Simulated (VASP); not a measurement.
A run of VASP 6.6.1 is set up as follows.

File INCAR:

```
SYSTEM = Cd
ALGO = Fast ; EDIFF = 1E-7
ENCUT = 520 ; GGA = PS
ISIF = 2 ; ISMEAR = 0
LASPH = .True. ; LCHARG = .False.
LREAL = .False. ; LWAVE = .False.
NBANDS = 19 ; NELM = 80
PREC = Accurate ; SIGMA = 0.15
```

KPOINTS

```
k-points
0
Gamma
  18 18 8
  0 0 0
```

POSCAR

```
Cd
1.0
    2.9044006954      0.0000000000      0.0000000000
   -1.4522003477      2.5152847850      0.0000000000
    0.0000000000      0.0000000000      5.3367675000
Cd
2
Direct
    0.3333333333      0.6666666667      0.2500000000
    0.6666666667      0.3333333333      0.7500000000
```

Potentials or basis: VASP PAW PBE potentials, release 64 (Cd).

Launch:

```bash
$ cat potpaw_PBE.64/Cd/POTCAR > POTCAR
$ mpirun -np 1 vasp_std > vasp.out
```

Problem. Predict the band gap on the k mesh.

Solution. Zero (bands 12 and 13 overlap by 4.12 eV).

Problem. Estimate the pressure.

Solution. 5.8 GPa.

Stress tensor (GPa, compression positive):
```
6.26 0.00 0.00
0.00 6.26 0.00
0.00 0.00 4.89
```

Caveat: the cell differs from its parent crystal (strain -0.025 along x and y, -0.050 along z); the cell stands under pressure; the PAW data sets were made with another functional, which shifts forces and pressure a little.
